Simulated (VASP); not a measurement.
# Nb16H (a cell with a defect) in VASP: single point with PBEsol

Aim: the single point of Nb16H (a cell with a defect) with PBEsol.

Everything below comes from runs of VASP 6.6.1. Logs are shortened: lines on timing, memory, paths and dates and some standing lists are left out, and cuts for length are marked.

**1. The cell of the first run**

The cell holds a defect, 17 atoms: a = 6.600 Å, b = 6.600 Å, c = 6.600 Å, α = 90.00°, β = 90.00°, γ = 90.00°.

**2. Single point, PBEsol**

Input file INCAR:

```
SYSTEM = Nb16H
PREC = Accurate ; ENCUT = 520
EDIFF = 1E-7 ; ISMEAR = 0
SIGMA = 0.1 ; LREAL = Auto
LASPH = .TRUE. ; NELM = 60
ALGO = Normal ; ISIF = 2
LWAVE = .FALSE. ; LCHARG = .FALSE.
GGA = PS ; NBANDS = 118
```

Input file KPOINTS:

```
regular mesh
0
G
  3 3 3
  0 0 0
```

Input file POSCAR:

```
Nb16H
1.0
    6.6000000000      0.0000000000      0.0000000000
    0.0000000000      6.6000000000      0.0000000000
    0.0000000000      0.0000000000      6.6000000000
Nb H
16 1
Direct
   -0.0003481818      0.0015324242      0.0002415152
    0.4998133333      0.0015274242      0.0002436364
   -0.0004490909      0.5021906061      0.0002446970
    0.0061750000     -0.0058769697      0.5002422727
    0.2497339394      0.2480209091      0.2503380303
    0.4999330303      0.5021856061      0.0002460606
    0.4932534848     -0.0058954545      0.5002410606
    0.7497346970      0.2554403030      0.2437827273
    0.0007113636      0.4997331818      0.5002468182
    0.2497281818      0.7473792424      0.2504610606
    0.2497325758      0.2480233333      0.7501469697
    0.4987583333      0.4997296970      0.5002469697
    0.7497337879      0.7498121212      0.2492474242
    0.7497351515      0.2554543939      0.7567343939
    0.2497269697      0.7473853030      0.7500122727
    0.7497331818      0.7498151515      0.7512403030
    0.7496762121      0.1247398485      0.5002745455
```

Potentials or basis: VASP PAW PBE potentials, release 64 (Nb_sv, H).

Run with:

```bash
$ cat potpaw_PBE.64/Nb_sv/POTCAR potpaw_PBE.64/H/POTCAR > POTCAR
$ mpirun -np 1 vasp_std > vasp.out
```

OUTCAR:

```text
SYSTEM = Nb16H
   PREC = Accurate
   ENCUT = 520
   EDIFF = 1E-7
   ISMEAR = 0
   LREAL = Auto
   LASPH = .TRUE.
   NELM = 60
   ISIF = 2
   GGA = PS

 ion  position               nearest neighbor table
   1  1.000  0.002  0.000-  11 2.85   5 2.85  14 2.85   8 2.85  16 2.86  13 2.86  10 2.87  15 2.87

   2  0.500  0.002  0.000-   5 2.85  11 2.85  14 2.85   8 2.85  16 2.86  13 2.86  10 2.87  15 2.87

   3  1.000  0.502  0.000-  14 2.82   8 2.82  10 2.84  15 2.84  13 2.84  16 2.84   5 2.87  11 2.87

   4  0.006  0.994  0.500-  17 1.90  15 2.82  10 2.82   5 2.85  11 2.85  13 2.87  16 2.87   8 2.95
                            14 2.95
   5  0.250  0.248  0.250-   1 2.85   2 2.85   7 2.85   4 2.85  12 2.86   9 2.86   3 2.87   6 2.87

   6  0.500  0.502  0.000-  14 2.82   8 2.82  10 2.84  15 2.84  13 2.84  16 2.84   5 2.87  11 2.87

   7  0.493  0.994  0.500-  17 1.90  15 2.82  10 2.82   5 2.85  11 2.85  13 2.87  16 2.87   8 2.95
                            14 2.95
   8  0.750  0.255  0.244-  17 1.90   6 2.82   3 2.82   1 2.85   2 2.85  12 2.87   9 2.87   4 2.95
                             7 2.95
   9  0.001  0.500  0.500-  15 2.84  10 2.84  11 2.86   5 2.86   8 2.87  14 2.87  16 2.87  13 2.87

  10  0.250  0.747  0.250-   7 2.82   4 2.82   3 2.84   6 2.84   9 2.84  12 2.84   1 2.87   2 2.87

  11  0.250  0.248  0.750-   1 2.85   2 2.85   7 2.85   4 2.85   9 2.86  12 2.86   3 2.87   6 2.87

  12  0.499  0.500  0.500-  15 2.84  10 2.84  11 2.86   5 2.86   8 2.87  14 2.87  16 2.87  13 2.87

  13  0.750  0.750  0.249-   6 2.84   3 2.84   2 2.86   1 2.86   4 2.87   7 2.87   9 2.87  12 2.87

  14  0.750  0.255  0.757-  17 1.90   6 2.82   3 2.82   1 2.85   2 2.85  12 2.87   9 2.87   4 2.95
                             7 2.95
  15  0.250  0.747  0.750-   7 2.82   4 2.82   3 2.84   6 2.84   9 2.84  12 2.84   1 2.87   2 2.87

  16  0.750  0.750  0.751-   6 2.84   3 2.84   2 2.86   1 2.86   4 2.87   7 2.87  12 2.87   9 2.87

  17  0.750  0.125  0.500-   7 1.90   4 1.90  14 1.90   8 1.90

  LATTYP: Found a simple cubic cell.
 ALAT       =     6.6000000000

  Lattice vectors:

 A1 = (   6.6000000000,   0.0000000000,   0.0000000000)
 A2 = (   0.0000000000,   6.6000000000,   0.0000000000)
 A3 = (   0.0000000000,   0.0000000000,   6.6000000000)

Analysis of symmetry for initial positions (statically):
=====================================================================
 Subroutine PRICEL returns:
 Original cell was already a primitive cell.

 Routine SETGRP: Setting up the symmetry group for a
 simple cubic supercell.

 Subroutine GETGRP returns: Found  1 space group operations
 (whereof  1 operations were pure point group operations)
 out of a pool of 48 trial point group operations.

The static configuration has the point symmetry C_1 .

Analysis of symmetry for dynamics (positions and initial velocities):
=====================================================================
 Subroutine PRICEL returns:
 Original cell was already a primitive cell.

 Routine SETGRP: Setting up the symmetry group for a
 simple cubic supercell.

 Subroutine GETGRP returns: Found  1 space group operations
 (whereof  1 operations were pure point group operations)
 out of a pool of 48 trial point group operations.

The dynamic configuration has the point symmetry C_1 .

 Subroutine INISYM returns: Found  1 space group operations
 (whereof  1 operations are pure point group operations),
 and found     1 'primitive' translations

----------------------------------------------------------------------------------------

                                     Primitive cell

  volume of cell :     287.4960

  direct lattice vectors                    reciprocal lattice vectors
     6.600000000  0.000000000  0.000000000     0.151515152  0.000000000  0.000000000
     0.000000000  6.600000000  0.000000000     0.000000000  0.151515152  0.000000000
     0.000000000  0.000000000  6.600000000     0.000000000  0.000000000  0.151515152

  length of vectors
     6.600000000  6.600000000  6.600000000     0.151515152  0.151515152  0.151515152

  position of ions in fractional coordinates (direct lattice)
     0.999651818  0.001532424  0.000241515
     0.499813333  0.001527424  0.000243636
     0.999550909  0.502190606  0.000244697
     0.006175000  0.994123030  0.500242273
     0.249733939  0.248020909  0.250338030
     0.499933030  0.502185606  0.000246061
[... 9 lines left out ...]
     0.749733182  0.749815152  0.751240303
     0.749676212  0.124739848  0.500274545

  ion indices of the primitive-cell ions
   primitive index   ion index
                 1           1
                 2           2
                 3           3
                 4           4
                 5           5
                 6           6
[... 9 lines left out ...]
                16          16
                17          17

----------------------------------------------------------------------------------------

 KPOINTS: regular mesh

Automatic generation of k-mesh.
 Grid dimensions read from file:
 generate k-points for:    3    3    3

 Generating k-lattice:

  Cartesian coordinates                     Fractional coordinates (reciprocal lattice)
     0.050505051  0.000000000  0.000000000     0.333333333  0.000000000  0.000000000
     0.000000000  0.050505051  0.000000000     0.000000000  0.333333333  0.000000000
     0.000000000  0.000000000  0.050505051     0.000000000  0.000000000  0.333333333

  Length of vectors
     0.050505051  0.050505051  0.050505051

  Shift w.r.t. Gamma in fractional coordinates (k-lattice)
     0.000000000  0.000000000  0.000000000

 Subroutine IBZKPT returns following result:
 ===========================================

 Found     14 irreducible k-points:

 Following reciprocal coordinates:
            Coordinates               Weight
  0.000000  0.000000  0.000000      1.000000
  0.333333  0.000000  0.000000      2.000000
  0.000000  0.333333  0.000000      2.000000
  0.000000  0.000000  0.333333      2.000000
  0.333333  0.333333  0.000000      2.000000
  0.000000  0.333333  0.333333      2.000000
  0.333333  0.000000  0.333333      2.000000
 -0.333333  0.333333  0.000000      2.000000
 -0.333333  0.000000  0.333333      2.000000
  0.000000 -0.333333  0.333333      2.000000
  0.333333  0.333333  0.333333      2.000000
 -0.333333  0.333333  0.333333      2.000000
 -0.333333 -0.333333  0.333333      2.000000
  0.333333 -0.333333  0.333333      2.000000
   k-points           NKPTS =     14   k-points in BZ     NKDIM =     14   number of bands    NBANDS=    118
   number of dos      NEDOS =    301   number of ions     NIONS =     17
   total plane-waves  NPLWV = 125000
   dimension x,y,z NGX =    50 NGY =   50 NGZ =   50
   dimension x,y,z NGXF=   100 NGYF=  100 NGZF=  100
   ions per type =              16   1
   NGX,Y,Z   is equivalent  to a cutoff of  12.59, 12.59, 12.59 a.u.
   NGXF,Y,Z  is equivalent  to a cutoff of  25.19, 25.19, 25.19 a.u.
 SYSTEM =  Nb16H
   PREC   = accura    normal or accurate (medium, high low for compatibility)
   ISTART =      0    job   : 0-new  1-cont  2-samecut
   ICHARG =      2    charge: 1-file 2-atom 10-const
   ISPIN  =      1    spin polarized calculation?
   LNONCOLLINEAR =      F non collinear calculations
   LSORBIT =      F    spin-orbit coupling
   LASPH  =      T    aspherical Exc in radial PAW
   ENCUT  =  520.0 eV  38.22 Ry    6.18 a.u.  12.27 12.27 12.27*2*pi/ulx,y,z
   NELM   =     60;   NELMIN=  2; NELMDL= -5     # of ELM steps
   EDIFF  = 0.1E-06   stopping-criterion for ELM
   LREAL  =      T    real-space projection
   EDIFFG = 0.1E-05   stopping-criterion for IOM
   NSW    =      0    number of steps for IOM
   IBRION =     -1    ionic relax: 0-MD 1-quasi-New 2-CG
   NFREE  =      0    steps in history (QN), initial steepest desc. (CG)
   ISIF   =      2    stress and relaxation
   ISYM   =      2    0-nonsym 1-usesym 2-fastsym
   POTIM  = 0.5000    time-step for ionic-motion
   TEBEG  =    0.0;   TEEND  =   0.0 temperature during run
   PSTRESS=    0.0 pullay stress
   NELECT =     209.0000    total number of electrons
   NUPDOWN=      -1.0000    fix difference up-down
   EMIN   =  10.00;   EMAX   =-10.00  energy-range for DOS
   EFERMI =   0.00;   METHOD = LEGACY
   ISMEAR =     0;   SIGMA  =   0.10  broadening in eV -4-tet -1-fermi 0-gaus
   EFERMI_NEDOS =   21; number of points for ismear=-14 and -15
   IALGO  =     38    algorithm
   IMIX   =      4    mixing-type and parameters
     AMIX     =   0.40;   BMIX     =  1.00
     AMIX_MAG =   1.60;   BMIX_MAG =  1.00
  volume/ion in A,a.u.               =      16.91       114.12
  Fermi-wavevector in a.u.,A,eV,Ry     =   1.472018  2.781710 29.481589  2.166836
  Thomas-Fermi vector in A             =   2.587083
   LORBIT       =      0    0 simple, 1 ext, 2 COOP (PROOUT), +10 PAW based schemes
   GGA     = PS    functional components
   LHFCALC =     F    Hartree Fock is set to
   AEXX    =    0.0000 exact exchange contribution
   IVDW    =     0    specifies the selected vdW correction
   LEPSILON=     F    determine dielectric tensor
   LRPA    =     F    only Hartree local field effects (RPA)
 non-spin polarized calculation
 Gauss-broadening in eV      SIGMA  =   0.10
  energy-cutoff  :      520.00
  volume of cell :      287.50
 maximum number of plane-waves:      7809
 NGX is ok and might be reduce to    50
   NGX = 25   NGY = 25   NGZ = 25

 number of electron     209.0000019 magnetization

 Free energy of the ion-electron system (eV)
  ---------------------------------------------------
  ext. energy  EPLUGINS =         0.00000000
  ---------------------------------------------------
  free energy    TOTEN  =      -179.29694533 eV

  energy without entropy =     -179.24200361  energy(sigma->0) =     -179.26947447

 E-fermi :  11.1162     XC(G=0): -12.6726

 val. band max:       11.0949145251   @ k =   0.0000   0.3333   0.0000
 cond. band min:      11.1424973428   @ k =   0.3333   0.3333   0.0000
 fundamental gap:      0.0475828177
 Fermi energy:        11.1162029147

 k-point     1 :       0.0000    0.0000    0.0000
  band No.  band energies     occupation
      1     -43.1155      2.00000
      2     -42.9250      2.00000
      3     -42.9097      2.00000
      4     -42.9096      2.00000
      5     -42.8907      2.00000
      6     -42.8805      2.00000
[... 108 lines left out ...]
    115      13.4038      0.00000
    116      13.4049      0.00000

 k-point     2 :       0.3333    0.0000    0.0000
  band No.  band energies     occupation
      1     -43.0837      2.00000
      2     -42.9988      2.00000
      3     -42.9111      2.00000
      4     -42.9082      2.00000
      5     -42.8927      2.00000
      6     -42.8835      2.00000
[... 1420 lines left out ...]
 k-point    14 :       0.3333   -0.3333    0.3333
  band No.  band energies     occupation
      1     -43.0311      2.00000
      2     -42.9758      2.00000
      3     -42.9607      2.00000
      4     -42.9565      2.00000
      5     -42.9230      2.00000
      6     -42.9138      2.00000
[... 108 lines left out ...]
    115      13.5326      0.00000
    116      13.5707      0.00000
 [bands above 116 left out]

------------------------ aborting loop because EDIFF is reached ----------------------------------------

  FORCE on cell =-STRESS in cart. coord.  units (eV):
  Direction    XX          YY          ZZ          XY          YZ          ZX
  --------------------------------------------------------------------------------------
  -------------------------------------------------------------------------------------
  Total       -6.8015966     -7.4350881     -6.8044876      0.0023581      0.0004409      0.0001970
  in kB      -37.9044019    -41.4347664    -37.9205131      0.0131417      0.0024568      0.0010977
  external PRESSURE =     -39.0865604 kB  Pullay stress =       0.0000000 kB

 VOLUME and BASIS-vectors are now :
 -----------------------------------------------------------------------------
  energy-cutoff  :      520.00
  volume of cell :      287.50
      direct lattice vectors                 reciprocal lattice vectors
     6.600000000  0.000000000  0.000000000     0.151515152  0.000000000  0.000000000
     0.000000000  6.600000000  0.000000000     0.000000000  0.151515152  0.000000000
     0.000000000  0.000000000  6.600000000     0.000000000  0.000000000  0.151515152

 POSITION                                       TOTAL-FORCE (eV/Angst)
 -----------------------------------------------------------------------------------
      6.59770      0.01011      0.00159         0.004391      0.003547     -0.000105
      3.29877      0.01008      0.00161        -0.003915      0.003663     -0.000321
      6.59704      3.31446      0.00162         0.001960      0.000791      0.000122
      0.04075      6.56121      3.30160        -0.001201     -0.006655      0.000500
      1.64824      1.63694      1.65223        -0.000054     -0.002856     -0.004669
      3.29956      3.31443      0.00162        -0.002179      0.000513     -0.000047
[... 9 lines left out ...]
      4.94824      4.94878      4.95819        -0.000135      0.000448     -0.001065
      4.94786      0.82328      3.30181         0.001682      0.001094     -0.000502
 -----------------------------------------------------------------------------------
    total drift:                               -0.000754      0.009851     -0.001520

  FREE ENERGIE OF THE ION-ELECTRON SYSTEM (eV)
  ---------------------------------------------------
  free  energy   TOTEN  =      -179.2969453310 eV

  energy  without entropy=     -179.2420036134  energy(sigma->0) =     -179.26947447
```

Wall time 24 min (1 thread of Intel Xeon Platinum 8259CL at 2.50GHz (Skylake/Cascade Lake), shared host); peak memory 0.53 GiB.

What came out:

```yaml
Free_energy: -179.2969 eV
Pressure: -3.9 GPa
Largest_force: 0.007 eV/Å
Band_gap_on_the_k_mesh: zero (an odd number of electrons rules out a gap without spin polarisation)
```

Forces on the atoms (eV/Å):
```
Nb   0.004  0.004  0.000
Nb  -0.004  0.004  0.000
Nb   0.002  0.001  0.000
Nb  -0.001 -0.007  0.001
Nb   0.000 -0.003 -0.005
Nb  -0.002  0.001  0.000
Nb   0.001 -0.007  0.000
Nb   0.000  0.005  0.002
Nb   0.000 -0.001  0.000
Nb   0.000  0.000 -0.004
Nb   0.000 -0.003  0.005
Nb  -0.002 -0.001  0.000
Nb   0.000  0.001  0.002
Nb   0.000  0.004 -0.003
Nb   0.000 -0.001  0.004
Nb   0.000  0.000 -0.001
H    0.002  0.001 -0.001
```

Caveat: the PAW data sets were made with another functional, which shifts forces and pressure a little.
